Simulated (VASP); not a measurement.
# Zn: relaxation of cell and atoms with LDA

Crystal: Zn.

```xyz
2
Lattice="2.6700 0.0000 0.0000 -1.3350 2.3123 0.0000 0.0000 0.0000 4.9660" Properties=species:S:1:pos:R:3 pbc="T T T"
Zn    0.0000    1.5415    1.2415
Zn    1.3350    0.7708    3.7245
```

```json
{
 "Program": "VASP 6.6.1",
 "Task": "relaxation of cell and atoms",
 "Functional": "LDA",
 "Potentials or basis": "VASP PAW LDA potentials, release 64 (Zn)",
 "Cutoff": "600 eV",
 "k mesh": "7 × 7 × 4",
 "Occupations": "fermi-dirac, width 0.05 eV",
 "Spin": "no spin polarisation",
 "Dipole correction": "no",
 "Further INCAR settings": "ALGO = Normal; EDIFF = 1e-06; IBRION = 2; EDIFFG = -0.01; NSW = 80; ISIF = 3"
}
```

```
Relaxed volume                         : 13.66 Å³/atom
Relaxed cell                           : a = 2.566 Å, b = 2.566 Å, c = 4.792 Å, α = 90.00°, β = 90.00°, γ = 120.00°
Space group after relaxing (to 0.05 Å) : P6_3/mmc (No. 194)
Energy gained by relaxing              : 53.8 meV/atom
Ionic steps                            : 10
Pressure after relaxing                : 0.0 GPa
Band gap on the k mesh                 : zero (band 12 reaches 5.23 eV, above the bottom of band 13 at 0.62 eV)
```

The path:
```
step  energy change (eV)  largest force (eV/Å)  pressure (GPa)  volume (Å³)
   1              0.0000                0.0000           -9.14        30.66
   2             -0.1023                0.0000            1.45        26.94
   3             -0.1061                0.0000            0.06        27.39
   4             -0.1062                0.0000           -0.16        27.47
   5             -0.1062                0.0000           -0.41        27.53
   6             -0.1075                0.0000           -0.30        27.44
   7             -0.1076                0.0000           -0.28        27.40
   8             -0.1076                0.0000           -0.11        27.39
   9             -0.1076                0.0000           -0.18        27.39
  10             -0.1077                0.0000            0.04        27.33
```

Final structure:
```
Zn
1.0
     2.56610    0.00000    0.00000
    -1.28305    2.22231    0.00000
     0.00000    0.00000    4.79224
Zn
2
Direct
  0.33333 0.66667 0.25000
  0.66667 0.33333 0.75000
```

Levels at points of the mesh, in eV from the Fermi level:
| k point | band 9 | band 10 | band 11 | band 12 | band 13 | band 14 | band 15 | band 16 |
| --- | --- | --- | --- | --- | --- | --- | --- | --- |
| (0.00, 0.00, 0.00) | -7.77 | -7.52 | -7.52 | -4.37 | -3.25 | 14.14 | 18.11 | 18.70 |
| (0.00, 0.00, 0.50) | -7.62 | -7.62 | -7.62 | -7.62 | 4.63 | 4.63 | 20.10 | 20.10 |

Run time: 24 s on 1 thread of Intel(R) Xeon(R) 6975P-C (Granite Rapids), with other jobs on the host, peak memory 0.14 GiB.

Caveat: the k points lie up to 0.40 Å⁻¹ apart in the final cell; the volume moved by -11 % from the deposited cell, more than functionals usually miss. Zero-point motion and thermal expansion aren't in these numbers.
